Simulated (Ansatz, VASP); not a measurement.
## Pd2S: VASP beside Ansatz

```
Pd S
1.0
     4.48797    0.00000    0.00000
    -2.24399    3.88670    0.00000
     0.00000    0.00000    2.75585
Pd S
2 1
Direct
  0.33333 0.66667 0.50000
  0.66667 0.33333 0.50000
  0.00000 0.00000 0.00000
```

Alike in both runs: functional PBE; k mesh 12 × 12 × 16; occupations gaussian, width 0.1 eV; no spin polarisation.

Ansatz relaxed the structure, and its values are those at the end. VASP's run is a single point on that final structure, the one shown.

|  | VASP | Ansatz |
| --- | --- | --- |
| version | VASP 6.6.1 | Ansatz 0.2.0 |
| potentials or method | VASP PAW PBE potentials, release 64 (Pd, S), cutoff 520 eV | scalar-relativistic, plane waves, PAW |
| valence electrons in the cell | 26 | 42 |

|  | VASP | Ansatz | Ansatz less VASP |
| --- | --- | --- | --- |
| gap on the k mesh at the Fermi level (eV) | none | none | - |
| pressure (GPa) | -0.2 | 0.0 | +0.22 |

A gap of «none» marks a metal or a gap that the smearing closes. VASP's potentials hold 26 valence electrons a cell and Ansatz's 42, so a difference there can come from the potentials and not from the codes.
